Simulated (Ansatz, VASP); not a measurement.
## One calculation of GaB, two programs

File POSCAR:

```
GaB
1.0
    2.7362421140      0.0000000000      0.0000000000
    0.0000000000      2.7362421140      0.0000000000
    0.0000000000      0.0000000000      3.2576424789
Ga B
1 1
Direct
    0.5000000000      0.5000000000      0.5000000000
    0.0000000000      0.0000000000      0.0000000000
```

INCAR.step1

```
  ALGO = Normal
  EDIFF = 1E-5
  ENCUT = 520
  GGA = PE
  ISIF = 2
  ISMEAR = -1
  LASPH = T
  LREAL = F
  LWAVE = T
  NBANDS = 15
  NELM = 60
  PREC = Accurate
  SIGMA = 0.05
```

Contents of INCAR.step2:

```
  ALGO = Normal
  EDIFF = 1E-7
  ENCUT = 520
  GGA = PE
  HFSCREEN = 0.2079
  ISIF = 2
  ISMEAR = -1
  ISTART = 1
  LASPH = T
  LCHARG = T
  LELF = T
  LHFCALC = T
  LREAL = F
  LVHAR = T
  LWAVE = F
  NBANDS = 15
  NELM = 60
  PREC = Accurate
  PRECFOCK = Normal
  SIGMA = 0.05
```

Contents of KPOINTS:

```
k-points
0
Gamma
  5 5 4
```

The input input.yaml:

```yaml
crystal:
  lattice:
    - [2.736242114, 0.0, 0.0]
    - [0.0, 2.736242114, 0.0]
    - [0.0, 0.0, 3.2576424789]
  atoms:
    - { symbol: Ga, position: [0.5, 0.5, 0.5] }
    - { symbol: B, position: [0.0, 0.0, 0.0] }
hamiltonian:
  xc: hse06
  pseudopotentials: { kind: paw }
kpoints:
  mp_grid: { grid: [5, 5, 4] }
scf:
  occupations: { method: fermi_dirac, width: 0.05 }
output:
  forces: true
  stress: true
  eigenvalues: true
```

Alike in both runs: task single point; functional HSE06; k mesh 5 × 5 × 4; occupations fermi-dirac, width 0.05 eV; no spin polarisation.

```csv
,VASP,Ansatz
version,VASP 6.6.1,Ansatz 0.2.0
potentials or method,"VASP PAW PBE potentials, release 64 (Ga_d, B)",Ansatz PAW
plane-wave cutoff (eV),520,420
valence electrons in the cell,16,16
```

|  | VASP | Ansatz | Ansatz less VASP |
| --- | --- | --- | --- |
| gap on the k mesh at the Fermi level (eV) | none | none | - |
| pressure (GPa) | -5.8 | -6.1 | -0.26 |
| traceless stress, the component that is largest in VASP (GPa) | -1.44 | -1.39 | +0.043 |

A gap of «none» marks a metal or a gap that the smearing closes. With one functional, cell and mesh, what is left measures potentials, basis and numerics.

The k mesh is coarse, so the values compare programs but aren't converged.
